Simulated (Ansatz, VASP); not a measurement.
Two plane-wave programs on AgI

Contents of INCAR:

```
SYSTEM = AgI
PREC = Accurate
ENCUT = 450
EDIFF = 1E-7
ISMEAR = 0
SIGMA = 0.02
LREAL = .FALSE.
LASPH = .TRUE.
NELM = 120
ALGO = Normal
ISIF = 2
LWAVE = .FALSE.
LCHARG = .FALSE.
GGA = PE
IBRION = 2
NSW = 60
EDIFFG = -0.008
GGA_COMPAT = .FALSE.
NELMIN = 4
```

KPOINTS

```
Automatic mesh
0
G
  6 6 4
  0 0 0
```

The input POSCAR:

```
AgI
1.0
    4.7565811240      0.0000000000      0.0000000000
   -2.3782905620      4.1193200886      0.0000000000
    0.0000000000      0.0000000000      7.7760493998
Ag I
2 2
Direct
    0.3333333333      0.6666666667      0.0024494355
    0.6666666667      0.3333333333      0.5024494355
    0.3333333333      0.6666666667      0.3774505645
    0.6666666667      0.3333333333      0.8774505645
```

Input for Ansatz:

```yaml
crystal:
  lattice:
    - [4.756581124, 0.0, 0.0]
    - [-2.378290562, 4.1193200886, 0.0]
    - [0.0, 0.0, 7.7760493998]
  atoms:
    - { symbol: Ag, position: [0.3333333333, 0.6666666667, 0.0024494355] }
    - { symbol: Ag, position: [0.6666666667, 0.3333333333, 0.5024494355] }
    - { symbol: I, position: [0.3333333333, 0.6666666667, 0.3774505645] }
    - { symbol: I, position: [0.6666666667, 0.3333333333, 0.8774505645] }
basis:
  ecutwfc: 420
kpoints:
  mp_grid: { grid: [6, 6, 4] }
hamiltonian:
  xc: pbe
scf:
  occupations: { method: gaussian, width: 0.02 }
output:
  forces: true
  stress: true
  eigenvalues: true
relax:
  adjacent_minimum: "off"
  f_tol: 0.008
  max_steps: 40
```

Change from the starting cell: equal strain along all axes, cell held, atoms relaxed: +1.5 %.

Alike in both runs: task relaxation of the atoms; functional PBE; k mesh 6 × 6 × 4; occupations gaussian, width 0.02 eV; no spin polarisation.

|  | VASP | Ansatz |
| --- | --- | --- |
| version | VASP 6.6.1 | Ansatz 0.2.0 |
| potentials or method | VASP PAW PBE potentials, release 64 (Ag, I), cutoff 450 eV | scalar-relativistic, plane waves, PAW |
| valence electrons in the cell | 36 | 72 |

```csv
,VASP,Ansatz,Ansatz less VASP
"gap on the k mesh at the Fermi level, each at its own relaxed structure (eV)",1.37,1.37,-0.001
```

VASP's potentials hold 36 valence electrons a cell and Ansatz's 72, so a difference there can come from the potentials and not from the codes. Ansatz's warnings: stress scf threshold loose.

Neither program's run includes spin-orbit coupling. Noted on VASP's run: the relaxation stopped at its first step, so nothing moved.
